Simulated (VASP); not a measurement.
# Sn3Se (Fm-3m) in VASP: single point with r2SCAN

Aim: the single point of Sn3Se with r2SCAN.

Program: VASP 6.6.1. These are calculated values, not measurements. Logs are shortened: lines on timing, memory, paths and dates and some standing lists are left out, and cuts for length are marked.

## Step 1: The cell of the first run

Symmetry: Fm-3m, No. 225, cubic system. The conventional cell has a = 7.466 Å, b = 7.466 Å, c = 7.466 Å, α = 90.00°, β = 90.00°, γ = 90.00°. Within 4.3 Å of Sn (site symmetry -43m) lie 10 Sn at 3.23 to 3.73 Å and 4 Se at 3.23 Å. Sn (site symmetry m-3m) has 8 Sn at 3.23 Å and 6 Se at 3.73 Å within 4.3 Å. Se (site symmetry m-3m) has 14 Sn at 3.23 to 3.73 Å within 4.3 Å.

## Step 2: Single point, r2SCAN

POSCAR

```
Sn3Se
1.0
    0.0000000000      3.7331380000      3.7331380000
    3.7331380000      0.0000000000      3.7331380000
    3.7331380000      3.7331380000      0.0000000000
Sn Se
3 1
Direct
    0.2500000000      0.2500000000      0.2500000000
    0.7500000000      0.7500000000      0.7500000000
    0.5000000000      0.5000000000      0.5000000000
    0.0000000000      0.0000000000      0.0000000000
```

INCAR.step1

```
PREC = Accurate
ENCUT = 550
ISMEAR = 0
SIGMA = 0.1
LREAL = False
LASPH = True
NELM = 120
NBANDS = 32
GGA = PE
ALGO = Normal
EDIFF = 1E-5
LWAVE = True
LCHARG = False
GGA_COMPAT = False
```

INCAR.step2

```
PREC = Accurate
ENCUT = 550
EDIFF = 1E-6
ISMEAR = 0
SIGMA = 0.1
LREAL = False
LASPH = True
NELM = 120
ALGO = Normal
ISIF = 2
LWAVE = False
LCHARG = True
METAGGA = R2SCAN
LMIXTAU = True
LELF = True
LVHAR = True
NBANDS = 32
ISTART = 1
GGA_COMPAT = False
```

KPOINTS

```
regular mesh
0
Gamma
  4 4 4
```

Potentials or basis: VASP PAW PBE potentials, release 64 (Sn_d, Se).

The run is started by

```console
$ cat potpaw_PBE.64/Sn_d/POTCAR potpaw_PBE.64/Se/POTCAR > POTCAR
$ cp INCAR.step1 INCAR
$ mpirun -np 1 vasp_std > vasp.out
$ cp INCAR.step2 INCAR
$ mpirun -np 1 vasp_std > vasp.out
```

OUTCAR:

```text
PREC = Accurate
   ENCUT = 550
   EDIFF = 1E-6
   ISMEAR = 0
   LREAL = False
   LASPH = True
   NELM = 120
   ISIF = 2
   METAGGA = R2SCAN
   ISTART = 1

 ion  position               nearest neighbor table
   1  0.250  0.250  0.250-   4 3.23   4 3.23   4 3.23   3 3.23   3 3.23   3 3.23   4 3.23   3 3.23
                             2 3.73   2 3.73   2 3.73   2 3.73   2 3.73   2 3.73
   2  0.750  0.750  0.750-   3 3.23   3 3.23   3 3.23   4 3.23   4 3.23   4 3.23   4 3.23   3 3.23
                             1 3.73   1 3.73   1 3.73   1 3.73   1 3.73   1 3.73
   3  0.500  0.500  0.500-   1 3.23   1 3.23   1 3.23   2 3.23   2 3.23   2 3.23   2 3.23   1 3.23

   4  0.000  0.000  0.000-   2 3.23   2 3.23   2 3.23   1 3.23   1 3.23   1 3.23   2 3.23   1 3.23

  LATTYP: Found a face centered cubic cell.
 ALAT       =     7.4662760000

  Lattice vectors:

 A1 = (   0.0000000000,   3.7331380000,   3.7331380000)
 A2 = (   3.7331380000,   0.0000000000,   3.7331380000)
 A3 = (   3.7331380000,   3.7331380000,   0.0000000000)

Analysis of symmetry for initial positions (statically):
=====================================================================
 Subroutine PRICEL returns:
 Original cell was already a primitive cell.

 Routine SETGRP: Setting up the symmetry group for a
 face centered cubic supercell.

 Subroutine GETGRP returns: Found 48 space group operations
 (whereof 48 operations were pure point group operations)
 out of a pool of 48 trial point group operations.

The static configuration has the point symmetry O_h .

Analysis of symmetry for dynamics (positions and initial velocities):
=====================================================================
 Subroutine PRICEL returns:
 Original cell was already a primitive cell.

 Routine SETGRP: Setting up the symmetry group for a
 face centered cubic supercell.

 Subroutine GETGRP returns: Found 48 space group operations
 (whereof 48 operations were pure point group operations)
 out of a pool of 48 trial point group operations.

The dynamic configuration has the point symmetry O_h .

 Subroutine INISYM returns: Found 48 space group operations
 (whereof 48 operations are pure point group operations),
 and found     1 'primitive' translations

----------------------------------------------------------------------------------------

                                     Primitive cell

  volume of cell :     104.0524

  direct lattice vectors                    reciprocal lattice vectors
     0.000000000  3.733138000  3.733138000    -0.133935579  0.133935579  0.133935579
     3.733138000  0.000000000  3.733138000     0.133935579 -0.133935579  0.133935579
     3.733138000  3.733138000  0.000000000     0.133935579  0.133935579 -0.133935579

  length of vectors
     5.279454390  5.279454390  5.279454390     0.231983228  0.231983228  0.231983228

  position of ions in fractional coordinates (direct lattice)
     0.250000000  0.250000000  0.250000000
     0.750000000  0.750000000  0.750000000
     0.500000000  0.500000000  0.500000000
     0.000000000  0.000000000  0.000000000

  ion indices of the primitive-cell ions
   primitive index   ion index
                 1           1
                 2           2
                 3           3
                 4           4

----------------------------------------------------------------------------------------

 KPOINTS: regular mesh

Automatic generation of k-mesh.
 Grid dimensions read from file:
 generate k-points for:    4    4    4

 Generating k-lattice:

  Cartesian coordinates                     Fractional coordinates (reciprocal lattice)
    -0.033483895  0.033483895  0.033483895     0.250000000  0.000000000  0.000000000
     0.033483895 -0.033483895  0.033483895     0.000000000  0.250000000  0.000000000
     0.033483895  0.033483895 -0.033483895     0.000000000  0.000000000  0.250000000

  Length of vectors
     0.057995807  0.057995807  0.057995807

  Shift w.r.t. Gamma in fractional coordinates (k-lattice)
     0.000000000  0.000000000  0.000000000

 Subroutine IBZKPT returns following result:
 ===========================================

 Found      8 irreducible k-points:

 Following reciprocal coordinates:
            Coordinates               Weight
  0.000000  0.000000  0.000000      1.000000
  0.250000  0.000000  0.000000      8.000000
  0.500000  0.000000  0.000000      4.000000
  0.250000  0.250000  0.000000      6.000000
  0.500000  0.250000  0.000000     24.000000
 -0.250000  0.250000  0.000000     12.000000
  0.500000  0.500000  0.000000      3.000000
 -0.250000  0.500000  0.250000      6.000000
   k-points           NKPTS =      8   k-points in BZ     NKDIM =      8   number of bands    NBANDS=     32
   number of dos      NEDOS =    301   number of ions     NIONS =      4
   total plane-waves  NPLWV =  64000
   dimension x,y,z NGX =    40 NGY =   40 NGZ =   40
   dimension x,y,z NGXF=    80 NGYF=   80 NGZF=   80
   ions per type =               3   1
   NGX,Y,Z   is equivalent  to a cutoff of  12.60, 12.60, 12.60 a.u.
   NGXF,Y,Z  is equivalent  to a cutoff of  25.19, 25.19, 25.19 a.u.
 SYSTEM =  unknown system
   PREC   = accura    normal or accurate (medium, high low for compatibility)
   ISTART =      1    job   : 0-new  1-cont  2-samecut
   ICHARG =      0    charge: 1-file 2-atom 10-const
   ISPIN  =      1    spin polarized calculation?
   LNONCOLLINEAR =      F non collinear calculations
   LSORBIT =      F    spin-orbit coupling
   LASPH  =      T    aspherical Exc in radial PAW
   ENCUT  =  550.0 eV  40.42 Ry    6.36 a.u.  10.10 10.10 10.10*2*pi/ulx,y,z
   NELM   =    120;   NELMIN=  2; NELMDL=  0     # of ELM steps
   EDIFF  = 0.1E-05   stopping-criterion for ELM
   LREAL  =      F    real-space projection
   EDIFFG = 0.1E-04   stopping-criterion for IOM
   NSW    =      0    number of steps for IOM
   IBRION =     -1    ionic relax: 0-MD 1-quasi-New 2-CG
   NFREE  =      0    steps in history (QN), initial steepest desc. (CG)
   ISIF   =      2    stress and relaxation
   ISYM   =      2    0-nonsym 1-usesym 2-fastsym
   POTIM  = 0.5000    time-step for ionic-motion
   TEBEG  =    0.0;   TEEND  =   0.0 temperature during run
   PSTRESS=    0.0 pullay stress
   NELECT =      48.0000    total number of electrons
   NUPDOWN=      -1.0000    fix difference up-down
   EMIN   =  10.00;   EMAX   =-10.00  energy-range for DOS
   EFERMI =   0.00;   METHOD = LEGACY
   ISMEAR =     0;   SIGMA  =   0.10  broadening in eV -4-tet -1-fermi 0-gaus
   EFERMI_NEDOS =   21; number of points for ismear=-14 and -15
   IALGO  =     38    algorithm
   IMIX   =      4    mixing-type and parameters
     AMIX     =   0.40;   BMIX     =  1.00
     AMIX_MAG =   1.60;   BMIX_MAG =  1.00
  volume/ion in A,a.u.               =      26.01       175.55
  Fermi-wavevector in a.u.,A,eV,Ry     =   1.264944  2.390397 21.770445  1.600083
  Thomas-Fermi vector in A             =   2.398223
   LORBIT       =      0    0 simple, 1 ext, 2 COOP (PROOUT), +10 PAW based schemes
   METAGGA = R2SCAN    functional components
   LHFCALC =     F    Hartree Fock is set to
   AEXX    =    0.0000 exact exchange contribution
   IVDW    =     0    specifies the selected vdW correction
   LEPSILON=     F    determine dielectric tensor
   LRPA    =     F    only Hartree local field effects (RPA)
 non-spin polarized calculation
 Gauss-broadening in eV      SIGMA  =   0.10
  energy-cutoff  :      550.00
  volume of cell :      104.05
 maximum number of plane-waves:      3071
   NGX = 21   NGY = 21   NGZ = 21

 number of electron      48.0000025 magnetization

 Free energy of the ion-electron system (eV)
  ---------------------------------------------------
  ext. energy  EPLUGINS =         0.00000000
  ---------------------------------------------------
  free energy    TOTEN  =       -87.73004637 eV

  energy without entropy =      -87.70654505  energy(sigma->0) =      -87.71829571

 E-fermi :   7.3517     XC(G=0): -11.0279

 val. band max:        7.3352067048   @ k =  -0.2500   0.2500   0.0000
 cond. band min:       7.4393870348   @ k =   0.2500   0.0000   0.0000
 fundamental gap:      0.1041803300
 Fermi energy:         7.3516886667

 k-point     1 :       0.0000    0.0000    0.0000
  band No.  band energies     occupation
      1     -15.2290      2.00000
      2     -15.2290      2.00000
      3     -15.1962      2.00000
      4     -15.1962      2.00000
      5     -15.1962      2.00000
      6     -15.1869      2.00000
[... 24 lines left out ...]
     31      14.0772      0.00000
     32      14.0772      0.00000

 k-point     2 :       0.2500    0.0000    0.0000
  band No.  band energies     occupation
      1     -15.2121      2.00000
      2     -15.2121      2.00000
      3     -15.2109      2.00000
      4     -15.2068      2.00000
      5     -15.2068      2.00000
      6     -15.1800      2.00000
[... 24 lines left out ...]
     31      12.7516      0.00000
     32      13.7046      0.00000

 k-point     3 :       0.5000    0.0000    0.0000
  band No.  band energies     occupation
      1     -15.2144      2.00000
      2     -15.2144      2.00000
      3     -15.1980      2.00000
      4     -15.1778      2.00000
      5     -15.1778      2.00000
      6     -15.1775      2.00000
[... 24 lines left out ...]
     31      13.2393      0.00000
     32      16.8169      0.00000

 k-point     4 :       0.2500    0.2500    0.0000
  band No.  band energies     occupation
      1     -15.2209      2.00000
      2     -15.2156      2.00000
      3     -15.2156      2.00000
      4     -15.2060      2.00000
      5     -15.1932      2.00000
      6     -15.1769      2.00000
[... 24 lines left out ...]
     31      12.3816      0.00000
     32      12.3816      0.00000

 k-point     5 :       0.5000    0.2500    0.0000
  band No.  band energies     occupation
      1     -15.2178      2.00000
      2     -15.2134      2.00000
      3     -15.2010      2.00000
      4     -15.1976      2.00000
      5     -15.1955      2.00000
      6     -15.1800      2.00000
[... 24 lines left out ...]
     31      12.7240      0.00000
     32      14.6128      0.00000

 k-point     6 :      -0.2500    0.2500    0.0000
  band No.  band energies     occupation
      1     -15.2194      2.00000
      2     -15.2058      2.00000
      3     -15.2040      2.00000
      4     -15.2000      2.00000
      5     -15.1894      2.00000
      6     -15.1811      2.00000
[... 24 lines left out ...]
     31      13.0372      0.00000
     32      15.0542      0.00000

 k-point     7 :       0.5000    0.5000    0.0000
  band No.  band energies     occupation
      1     -15.2184      2.00000
      2     -15.2184      2.00000
      3     -15.2124      2.00000
      4     -15.2113      2.00000
      5     -15.1940      2.00000
      6     -15.1759      2.00000
[... 24 lines left out ...]
     31      12.8226      0.00000
     32      13.9187      0.00000

 k-point     8 :      -0.2500    0.5000    0.2500
  band No.  band energies     occupation
      1     -15.2116      2.00000
      2     -15.2086      2.00000
      3     -15.2086      2.00000
      4     -15.1958      2.00000
      5     -15.1919      2.00000
      6     -15.1891      2.00000
[... 24 lines left out ...]
     31      12.0839      0.00000
     32      15.5388      0.00000

------------------------ aborting loop because EDIFF is reached ----------------------------------------

  FORCE on cell =-STRESS in cart. coord.  units (eV):
  Direction    XX          YY          ZZ          XY          YZ          ZX
  --------------------------------------------------------------------------------------
  -------------------------------------------------------------------------------------
  Total       -1.0926482     -1.0926482     -1.0926482      0.0000000     -0.0000000      0.0000000
  in kB      -16.8243702    -16.8243702    -16.8243702      0.0000000     -0.0000000      0.0000000
  external PRESSURE =     -16.8243702 kB  Pullay stress =       0.0000000 kB

 VOLUME and BASIS-vectors are now :
 -----------------------------------------------------------------------------
  energy-cutoff  :      550.00
  volume of cell :      104.05
      direct lattice vectors                 reciprocal lattice vectors
     0.000000000  3.733138000  3.733138000    -0.133935579  0.133935579  0.133935579
     3.733138000  0.000000000  3.733138000     0.133935579 -0.133935579  0.133935579
     3.733138000  3.733138000  0.000000000     0.133935579  0.133935579 -0.133935579

 POSITION                                       TOTAL-FORCE (eV/Angst)
 -----------------------------------------------------------------------------------
      1.86657      1.86657      1.86657         0.000000      0.000000      0.000000
      5.59971      5.59971      5.59971        -0.000000      0.000000     -0.000000
      3.73314      3.73314      3.73314        -0.000000     -0.000000     -0.000000
      0.00000      0.00000      0.00000        -0.000000     -0.000000     -0.000000
 -----------------------------------------------------------------------------------
    total drift:                               -0.000000     -0.000000      0.000000

  FREE ENERGIE OF THE ION-ELECTRON SYSTEM (eV)
  ---------------------------------------------------
  free  energy   TOTEN  =       -87.7300463660 eV

  energy  without entropy=      -87.7065450455  energy(sigma->0) =      -87.71829571
```

It took 2 min on 1 thread of Intel Xeon 6975P-C, shared host; peak memory 0.27 GiB.

Results:

| Item | Value |
| --- | --- |
| Free energy | -87.7300 eV |
| Pressure | -1.7 GPa |
| Band gap on the k mesh | zero (band 24 reaches 7.96 eV, above the bottom of band 25 at 5.83 eV) |

Caveat: the k points lie up to 0.36 Å⁻¹ apart; the PAW data sets were made with another functional, which shifts forces and pressure a little; spin-orbit coupling is left out, which moves the levels of the heavy elements.
